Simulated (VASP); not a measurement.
Set up this calculation in VASP 6.6.1, as the native input.

| Property | Result |
| --- | --- |
| Task | relaxation of cell and atoms |
| Functional | PBE |
| Potentials or basis | VASP PAW PBE potentials, release 64 (Eu, S) |
| Cutoff | 600 eV |
| k mesh | 8 × 8 × 8 |
| Occupations | gaussian, width 0.02 eV |
| Spin | collinear spin, ferromagnetic start |
| Starting moments | [7.55, 0.0] μB |
| Hubbard terms | Eu f U = 6.0 eV |
| Dipole correction | no |
| Further INCAR settings | ALGO = Normal; EDIFF = 1e-07; IBRION = 2; EDIFFG = -0.005; NSW = 100; ISIF = 3 |

The structure of EuS lies in POSCAR:

```
EuS
1.0
    0.0000000000      2.9785018670      2.9785018670
    2.9785018670      0.0000000000      2.9785018670
    2.9785018670      2.9785018670      0.0000000000
Eu S
1 1
Direct
    0.5000000000      0.5000000000      0.5000000000
    0.0000000000      0.0000000000      0.0000000000
```

These files were run (other wordings do the same):

INCAR

```
SYSTEM = EuS
PREC = Accurate
ENCUT = 600
EDIFF = 1E-7
ISMEAR = 0
SIGMA = 0.02
LREAL = .False.
LASPH = .True.
NELM = 200
ALGO = Normal
ISIF = 3
LWAVE = .False.
LCHARG = .False.
ISPIN = 2
MAGMOM = 7.55 0
LORBIT = 11
LMAXMIX = 6
LDAU = .True.
LDAUTYPE = 2
LDAUL = 3 -1
LDAUU = 6 0
LDAUJ = 0 0
LDAUPRINT = 1
GGA = PE
IBRION = 2
NSW = 100
EDIFFG = -0.005
GGA_COMPAT = .False.
NELMIN = 4
```

KPOINTS

```
regular mesh
0
Gamma
  8 8 8
  0 0 0
```

Potentials or basis: VASP PAW PBE potentials, release 64 (Eu, S).

The run is started by

```sh
$ cat potpaw_PBE.64/Eu/POTCAR potpaw_PBE.64/S/POTCAR > POTCAR
$ mpirun -np 1 vasp_std > vasp.out
```

It gave:

```json
{"Relaxed volume": "26.96 Å³/atom", "Relaxed cell": "a = 4.241 Å, b = 4.241 Å, c = 4.241 Å, α = 60.00°, β = 60.00°, γ = 60.00°", "Space group after relaxing (to 0.05 Å)": "Fm-3m (No. 225)", "Energy gained by relaxing": "1.7 meV/atom", "Ionic steps": "3", "Pressure after relaxing": "0.0 GPa", "Band gap on the k mesh": "0.53 eV, indirect (least direct gap 0.79 eV)", "Net moment": "7.00 μB per cell", "Site moments": "Eu +6.72; S -0.06 μB", "Valence electrons inside the program's atomic spheres": "Eu 14.88; S 3.76"}
```

Caveat: spin-orbit coupling is left out, which moves the levels of the heavy elements; a cell with one magnetic atom can't hold antiferromagnetic order, which such compounds often take.

Run time: 4.3 min on 1 thread of Intel(R) Xeon(R) Platinum 8259CL CPU @ 2.50GHz (Skylake/Cascade Lake) (shared host), peak memory 0.29 GiB.
